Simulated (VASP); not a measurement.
Set up this calculation in VASP 6.6.1, as the native input.

| Item | Value |
| --- | --- |
| Task | relaxation of cell and atoms |
| Functional | PBE |
| Potentials or basis | VASP PAW PBE potentials, release 64 (Tl_d, Se) |
| Cutoff | 600 eV |
| k mesh | 12 × 12 × 10 |
| Occupations | gaussian, width 0.1 eV |
| Spin | no spin polarisation |
| Dipole correction | no |
| Further INCAR settings | ALGO = Normal; EDIFF = 1e-07; IBRION = 2; EDIFFG = -0.01; NSW = 100; ISIF = 3 |

The structure of TlSe2 lies in POSCAR:

```
TlSe2
1.0
    4.7698548274      0.0000000000      0.0000000000
   -2.3849274137      4.1308154529      0.0000000000
    0.0000000000      0.0000000000      4.3606508805
Tl Se
1 2
Direct
    0.0000000000      0.0000000000      0.0000000000
    0.3333333333      0.6666666667      0.5000000000
    0.6666666667      0.3333333333      0.5000000000
```

The input as run:

INCAR

```
  ALGO = Normal
  EDIFF = 1E-7
  EDIFFG = -0.01
  ENCUT = 600
  GGA = PE
  IBRION = 2
  ISIF = 3
  ISMEAR = 0
  LASPH = True
  LCHARG = False
  LREAL = False
  LWAVE = False
  NELM = 80
  NSW = 100
  PREC = Accurate
  SIGMA = 0.1
```

KPOINTS

```
k-points
0
Gamma
  12 12 10
```

Potentials or basis: VASP PAW PBE potentials, release 64 (Tl_d, Se).

The run is started by

```bash
$ cat potpaw_PBE.64/Tl_d/POTCAR potpaw_PBE.64/Se/POTCAR > POTCAR
$ mpirun -np 1 vasp_std > vasp.out
```

Results of the run:

- Relaxed volume: 28.76 Å³/atom
- Relaxed cell: a = 4.756 Å, b = 4.756 Å, c = 4.404 Å, α = 90.00°, β = 90.00°, γ = 120.00°
- Space group after relaxing (to 0.1 Å): P6/mmm (No. 191)
- Energy gained by relaxing: 0.3 meV/atom
- Ionic steps: 5
- Pressure after relaxing: 0.0 GPa
- Band gap on the k mesh: zero (an odd number of electrons rules out a gap without spin polarisation)

Caveat: spin-orbit coupling is left out, which moves the levels of the heavy elements.

Run time: 6.8 min on 1 thread of Intel(R) Xeon(R) Platinum 8488C (Sapphire Rapids), on a shared host, peak memory 0.39 GiB.
